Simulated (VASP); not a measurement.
# Si in VASP: notebook

Si is run at these levels: PBE+D3(BJ); tasks: single point.

All numbers are computed with VASP 6.6.1; they aren't measurements. Logs are shortened: lines on timing, memory, paths and dates and some standing lists are left out, and cuts for length are marked.

## Step 1: The cell of the first run

The cell holds a slab with vacuum, 2 atoms: a = 3.767 Å, b = 3.767 Å, c = 17.444 Å, α = 90.00°, β = 90.00°, γ = 120.00°.

## Step 2: Single point, PBE+D3(BJ)

The input, INCAR:

```
PREC = Accurate ; ENCUT = 520
EDIFF = 1E-6 ; ISMEAR = 0
SIGMA = 0.05 ; LREAL = False
LASPH = True ; NELM = 80
ALGO = Normal ; ISIF = 2
LWAVE = False ; LCHARG = False
LDIPOL = True ; IDIPOL = 3
DIPOL = 0.5 0.5 0.500 ; GGA = PE
IVDW = 12 ; NBANDS = 11
```

The input, KPOINTS:

```
Automatic mesh
0
Gamma
  12 12 1
```

The input, POSCAR:

```
Si
1.0
    3.7674649300      0.0000000000      0.0000000000
   -1.8837324700      3.2627203400      0.0000000000
    0.0000000000      0.0000000000     17.4439998298
Si
2
Direct
    0.3333333300      0.6666666700      0.5127264341
    0.6666666700      0.3333333300      0.4872735659
```

Potentials or basis: VASP PAW PBE potentials, release 64 (Si).

Launch:

```
$ cat potpaw_PBE.64/Si/POTCAR > POTCAR
$ mpirun -np 1 vasp_std > vasp.out
```

OUTCAR:

```text
PREC = Accurate
   ENCUT = 520
   EDIFF = 1E-6
   ISMEAR = 0
   LREAL = False
   LASPH = True
   NELM = 80
   ISIF = 2
   GGA = PE
   IVDW = 12
 IVDW          = 12

 ion  position               nearest neighbor table
   1  0.333  0.667  0.513-   2 2.22   2 2.22   2 2.22
   2  0.667  0.333  0.487-   1 2.22   1 2.22   1 2.22

  LATTYP: Found a hexagonal cell.
 ALAT       =     3.7674649300
 C/A-ratio  =     4.6301691333

  Lattice vectors:

 A1 = (   3.7674649300,   0.0000000000,   0.0000000000)
 A2 = (  -1.8837324700,   3.2627203400,   0.0000000000)
 A3 = (   0.0000000000,   0.0000000000,  17.4439998298)

Analysis of symmetry for initial positions (statically):
=====================================================================
 Subroutine PRICEL returns:
 Original cell was already a primitive cell.

 Routine SETGRP: Setting up the symmetry group for a
 hexagonal supercell.

 Subroutine GETGRP returns: Found 12 space group operations
 (whereof 12 operations were pure point group operations)
 out of a pool of 24 trial point group operations.

The static configuration has the point symmetry D_3d.

Analysis of symmetry for dynamics (positions and initial velocities):
=====================================================================
 Subroutine PRICEL returns:
 Original cell was already a primitive cell.

 Routine SETGRP: Setting up the symmetry group for a
 hexagonal supercell.

 Subroutine GETGRP returns: Found 12 space group operations
 (whereof 12 operations were pure point group operations)
 out of a pool of 24 trial point group operations.

The dynamic configuration has the point symmetry D_3d.

 Subroutine INISYM returns: Found 12 space group operations
 (whereof 12 operations are pure point group operations),
 and found     1 'primitive' translations

----------------------------------------------------------------------------------------

                                     Primitive cell

  volume of cell :     214.4249

  direct lattice vectors                    reciprocal lattice vectors
     3.767464930  0.000000000  0.000000000     0.265430473  0.153246356  0.000000000
    -1.883732470  3.262720340  0.000000000     0.000000000  0.306492710  0.000000000
     0.000000000  0.000000000 17.443999830     0.000000000  0.000000000  0.057326302

  length of vectors
     3.767464930  3.767464935 17.443999830     0.306492711  0.306492710  0.057326302

  position of ions in fractional coordinates (direct lattice)
     0.333333330  0.666666670  0.512726434
     0.666666670  0.333333330  0.487273566

  ion indices of the primitive-cell ions
   primitive index   ion index
                 1           1
                 2           2

----------------------------------------------------------------------------------------

 KPOINTS: Automatic mesh

Automatic generation of k-mesh.
 Grid dimensions read from file:
 generate k-points for:   12   12    1

 Generating k-lattice:

  Cartesian coordinates                     Fractional coordinates (reciprocal lattice)
     0.022119206  0.012770530  0.000000000     0.083333333  0.000000000  0.000000000
     0.000000000  0.025541059  0.000000000     0.000000000  0.083333333  0.000000000
     0.000000000  0.000000000  0.057326302     0.000000000  0.000000000  1.000000000

  Length of vectors
     0.025541059  0.025541059  0.057326302

  Shift w.r.t. Gamma in fractional coordinates (k-lattice)
     0.000000000  0.000000000  0.000000000

 Subroutine IBZKPT returns following result:
 ===========================================

 Found     19 irreducible k-points:

 Following reciprocal coordinates:
            Coordinates               Weight
  0.000000  0.000000  0.000000      1.000000
  0.083333 -0.000000  0.000000      6.000000
  0.166667 -0.000000  0.000000      6.000000
  0.250000  0.000000  0.000000      6.000000
  0.333333 -0.000000  0.000000      6.000000
  0.416667  0.000000  0.000000      6.000000
[... 11 lines left out ...]
  0.333333  0.250000  0.000000     12.000000
  0.333333  0.333333  0.000000      2.000000
   k-points           NKPTS =     19   k-points in BZ     NKDIM =     19   number of bands    NBANDS=     11
   number of dos      NEDOS =    301   number of ions     NIONS =      2
   total plane-waves  NPLWV = 109760
   dimension x,y,z NGX =    28 NGY =   28 NGZ =  140
   dimension x,y,z NGXF=    56 NGYF=   56 NGZF=  280
   ions per type =               2
   NGX,Y,Z   is equivalent  to a cutoff of  12.36, 12.36, 13.34 a.u.
   NGXF,Y,Z  is equivalent  to a cutoff of  24.71, 24.71, 26.68 a.u.
 SYSTEM =  unknown system
   PREC   = accura    normal or accurate (medium, high low for compatibility)
   ISTART =      0    job   : 0-new  1-cont  2-samecut
   ICHARG =      2    charge: 1-file 2-atom 10-const
   ISPIN  =      1    spin polarized calculation?
   LNONCOLLINEAR =      F non collinear calculations
   LSORBIT =      F    spin-orbit coupling
   LASPH  =      T    aspherical Exc in radial PAW
   ENCUT  =  520.0 eV  38.22 Ry    6.18 a.u.   7.00  7.00 32.43*2*pi/ulx,y,z
   NELM   =     80;   NELMIN=  2; NELMDL= -5     # of ELM steps
   EDIFF  = 0.1E-05   stopping-criterion for ELM
   LREAL  =      F    real-space projection
   EDIFFG = 0.1E-04   stopping-criterion for IOM
   NSW    =      0    number of steps for IOM
   IBRION =     -1    ionic relax: 0-MD 1-quasi-New 2-CG
   NFREE  =      0    steps in history (QN), initial steepest desc. (CG)
   ISIF   =      2    stress and relaxation
   ISYM   =      2    0-nonsym 1-usesym 2-fastsym
   POTIM  = 0.5000    time-step for ionic-motion
   TEBEG  =    0.0;   TEEND  =   0.0 temperature during run
   PSTRESS=    0.0 pullay stress
   NELECT =       8.0000    total number of electrons
   NUPDOWN=      -1.0000    fix difference up-down
   EMIN   =  10.00;   EMAX   =-10.00  energy-range for DOS
   EFERMI =   0.00;   METHOD = LEGACY
   ISMEAR =     0;   SIGMA  =   0.05  broadening in eV -4-tet -1-fermi 0-gaus
   EFERMI_NEDOS =   21; number of points for ismear=-14 and -15
   IALGO  =     38    algorithm
   IMIX   =      4    mixing-type and parameters
     AMIX     =   0.40;   BMIX     =  1.00
     AMIX_MAG =   1.60;   BMIX_MAG =  1.00
  volume/ion in A,a.u.               =     107.21       723.51
  Fermi-wavevector in a.u.,A,eV,Ry     =   0.547032  1.033741  4.071469  0.299245
  Thomas-Fermi vector in A             =   1.577104
   LORBIT       =      0    0 simple, 1 ext, 2 COOP (PROOUT), +10 PAW based schemes
   GGA     = PE    functional components
   LHFCALC =     F    Hartree Fock is set to
   AEXX    =    0.0000 exact exchange contribution
   IVDW    =    12    specifies the selected vdW correction
   LEPSILON=     F    determine dielectric tensor
   LRPA    =     F    only Hartree local field effects (RPA)
 non-spin polarized calculation
 Gauss-broadening in eV      SIGMA  =   0.05
  energy-cutoff  :      520.00
  volume of cell :      214.42
 maximum number of plane-waves:      5801
 NGX is ok and might be reduce to    28
   NGX = 13   NGY = 13   NGZ = 65

 dipolmoment           0.000000      0.000000     -0.000000 electrons x Angstroem

 number of electron       8.0000000 magnetization

 dipolmoment           0.000000      0.000000      0.000000 electrons x Angstroem

 Free energy of the ion-electron system (eV)
  ---------------------------------------------------
  ext. energy  EPLUGINS =         0.00000000
  ---------------------------------------------------
  free energy    TOTEN  =        -9.50351074 eV

  energy without entropy =       -9.50272714  energy(sigma->0) =       -9.50311894

 E-fermi :  -2.5824     XC(G=0):  -2.4950

 val. band max:       -2.5823542076   @ k =   0.3333   0.3333   0.0000
 cond. band min:      -2.5823539168   @ k =   0.3333   0.3333   0.0000
 fundamental gap:      0.0000002909
 Fermi energy:        -2.5823540622

 k-point     1 :       0.0000    0.0000    0.0000
  band No.  band energies     occupation
      1     -13.9867      2.00000
      2      -5.9425      2.00000
      3      -3.7550      2.00000
      4      -3.7550      2.00000
      5      -0.0740      0.00000
      6       0.0377      0.00000
      7       0.5225      0.00000
      8       0.5225      0.00000
      9       1.7698      0.00000
     10       2.0635      0.00000
     11       3.3147      0.00000

 k-point     2 :       0.0833   -0.0000    0.0000
  band No.  band energies     occupation
      1     -13.9005      2.00000
      2      -5.8709      2.00000
      3      -4.3592      2.00000
      4      -3.9126      2.00000
      5      -0.0104      0.00000
      6       0.1913      0.00000
      7       0.8175      0.00000
      8       0.8451      0.00000
      9       1.8660      0.00000
     10       2.1464      0.00000
     11       3.2672      0.00000

 k-point     3 :       0.1667   -0.0000    0.0000
  band No.  band energies     occupation
      1     -13.6438      2.00000
      2      -5.8540      2.00000
      3      -5.3714      2.00000
      4      -4.2708      2.00000
      5      -0.2402      0.00000
      6       0.1629      0.00000
      7       1.6927      0.00000
      8       2.0347      0.00000
      9       2.1836      0.00000
     10       2.3273      0.00000
     11       2.8819      0.00000
[... 197 lines left out ...]
 k-point    18 :       0.3333    0.2500    0.0000
  band No.  band energies     occupation
      1     -11.1453      2.00000
      2      -9.9267      2.00000
      3      -7.0129      2.00000
      4      -3.1758      2.00000
      5      -2.0324      0.00000
      6       1.6350      0.00000
      7       2.0471      0.00000
      8       3.5983      0.00000
      9       3.8087      0.00000
     10       5.1471      0.00000
     11       5.3998      0.00000

 k-point    19 :       0.3333    0.3333    0.0000
  band No.  band energies     occupation
      1     -10.5115      2.00000
      2     -10.5115      2.00000
      3      -7.2741      2.00000
      4      -2.5824      1.00000
      5      -2.5824      1.00000
      6       1.3730      0.00000
      7       3.2019      0.00000
      8       3.8587      0.00000
      9       3.8587      0.00000
     10       4.9704      0.00000
     11       4.9704      0.00000

------------------------ aborting loop because EDIFF is reached ----------------------------------------

 vacuum level on the upper side and lower side of the slab       (xc-potential included)        -0.096        -0.096

 Edisp (eV)   -0.39790

 E8    (eV) :    -0.1769

  FORCE on cell =-STRESS in cart. coord.  units (eV):
  Direction    XX          YY          ZZ          XY          YZ          ZX
  --------------------------------------------------------------------------------------
  -------------------------------------------------------------------------------------
  Total       2.09193     2.09193     0.09748    -0.00000     0.00000    -0.00000
  in kB      15.63086    15.63086     0.72835    -0.00000     0.00000    -0.00000
  external pressure =       10.66 kB  Pullay stress =        0.00 kB

 VOLUME and BASIS-vectors are now :
 -----------------------------------------------------------------------------
  energy-cutoff  :      520.00
  volume of cell :      214.42
      direct lattice vectors                 reciprocal lattice vectors
     3.767464930  0.000000000  0.000000000     0.265430473  0.153246356  0.000000000
    -1.883732470  3.262720340  0.000000000     0.000000000  0.306492710  0.000000000
     0.000000000  0.000000000 17.443999830     0.000000000  0.000000000  0.057326302

 POSITION                                       TOTAL-FORCE (eV/Angst)
 -----------------------------------------------------------------------------------
     -0.00000      2.17515      8.94400        -0.000000     -0.000000      0.235190
      1.88373      1.08757      8.50000         0.000000      0.000000     -0.235190
 -----------------------------------------------------------------------------------
    total drift:                                0.000000     -0.000000      0.000000

  FREE ENERGIE OF THE ION-ELECTRON SYSTEM (eV)
  ---------------------------------------------------
  free  energy   TOTEN  =        -9.9014059576 eV

  energy  without entropy=       -9.9006223610  energy(sigma->0) =       -9.90101416

 vacuum level on the upper side and lower side of the slab         1.912         1.912
```

Run time: 35 s. Hardware: 1 thread of Intel Xeon Platinum 8559C (Emerald Rapids), shared host; peak memory 0.31 GiB.

What came out:

| Item | Value |
| --- | --- |
| Free energy | -9.9014 eV |
| Largest force | 0.235 eV/Å |
| Band gap on the k mesh | zero (filled and empty bands touch) |
| Dispersion energy per atom | -0.199 eV |

Forces on the atoms (eV/Å):
```
Si   0.000  0.000  0.235
Si   0.000  0.000 -0.235
```

(Part 1 of 2 ends here.)
